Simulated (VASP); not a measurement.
Input of a VASP 6.6.1 run:

Contents of INCAR:

```
PREC     = Accurate       # precision mode
ENCUT    = 520            # plane-wave cutoff, eV
EDIFF    = 1E-6           # SCF threshold, eV
ISMEAR   = 0              # smearing method
SIGMA    = 0.1            # smearing width, eV
LREAL    = F              # projectors in reciprocal space
LASPH    = T              # aspherical terms in the spheres
NELM     = 60             # most SCF steps
ALGO     = Normal         # electronic algorithm
ISIF     = 2              # what is computed and relaxed
LWAVE    = F              # write WAVECAR
LCHARG   = F              # write CHGCAR
GGA      = PE             # functional
NBANDS   = 11             # bands
```

File KPOINTS:

```
Automatic mesh
0
Gamma
  6 6 6
```

The input POSCAR:

```
SiC
1.0
    0.0000000000      2.1740000200      2.1740000200
    2.1740000200      0.0000000000      2.1740000200
    2.1740000200      2.1740000200      0.0000000000
Si C
1 1
Direct
    0.0000000000      0.0000000000      0.0000000000
    0.2500000000      0.2500000000      0.2500000000
```

Potentials or basis: VASP PAW PBE potentials, release 64 (Si, C).

Run with:

```bash
$ cat potpaw_PBE.64/Si/POTCAR potpaw_PBE.64/C/POTCAR > POTCAR
$ mpirun -np 1 vasp_std > vasp.out
```

(1) Estimate the pressure.

(2) Predict the band gap on the k mesh.

Results:

(1) 4.8 GPa.

(2) 1.34 eV, indirect (least direct gap 4.54 eV).
